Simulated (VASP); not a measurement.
Wanted: the native input for a VASP 6.6.1 run.

```yaml
Task: single point
Functional: PBE
Dispersion: D3(BJ)
Potentials_or_basis: VASP PAW PBE potentials, release 64 (Ba_sv, Si, Ge_d)
Cutoff: 520 eV
k_mesh: 4 × 4 × 1
Occupations: gaussian, width 0.1 eV
Spin: no spin polarisation
Dipole_correction: yes
Further_INCAR_settings: ALGO = Normal; EDIFF = 1e-06; NBANDS = 37
```

The structure of BaSiGe lies in POSCAR:

```
BaSiGe
1.0
    4.6356851121      0.0000000000      0.0000000000
    0.0000000000      4.6356851121      0.0000000000
    0.0000000000      0.0000000000     40.0490317200
Ba Si Ge
2 2 2
Direct
    0.0000000000      0.0000000000      0.2160170416
    0.5000000000      0.5000000000      0.3582789903
    0.5000000000      0.5000000000      0.2179556516
    0.0000000000      0.0000000000      0.3563403803
    0.5000000000      0.5000000000      0.2749308274
    0.0000000000      0.0000000000      0.2993652046
```

These files were run (other wordings do the same):

INCAR

```
SYSTEM = BaSiGe
ALGO = Normal
DIPOL = 0.5 0.5 0.287
EDIFF = 1E-6
ENCUT = 520
GGA = PE
IDIPOL = 3
ISIF = 2
ISMEAR = 0
IVDW = 12
LASPH = .TRUE.
LCHARG = .TRUE.
LDIPOL = .TRUE.
LELF = .TRUE.
LREAL = .FALSE.
LVACPOTAV = .TRUE.
LVHAR = .TRUE.
LWAVE = .FALSE.
NBANDS = 37
NELM = 100
PREC = Accurate
SIGMA = 0.1
```

KPOINTS

```
k-points
0
G
  4 4 1
  0 0 0
```

Potentials or basis: VASP PAW PBE potentials, release 64 (Ba_sv, Si, Ge_d).

The run is started by

```sh
$ cat potpaw_PBE.64/Ba_sv/POTCAR potpaw_PBE.64/Si/POTCAR potpaw_PBE.64/Ge_d/POTCAR > POTCAR
$ mpirun -np 1 vasp_std > vasp.out
```

It gave:

The largest force is 0.023 eV/Å. The band gap on the k mesh is zero (band 28 reaches -1.10 eV, above the bottom of band 29 at -1.30 eV), the dispersion energy per atom is -0.201 eV and the work function of the upper face is 2.64 eV. The work function of the lower face is 2.64 eV.

Caveat: spin-orbit coupling is left out, which moves the levels of the heavy elements.

It took 5.5 min on 1 thread of Intel(R) Xeon(R) 6975P-C (Granite Rapids), with other jobs on the host, peak memory 0.84 GiB.
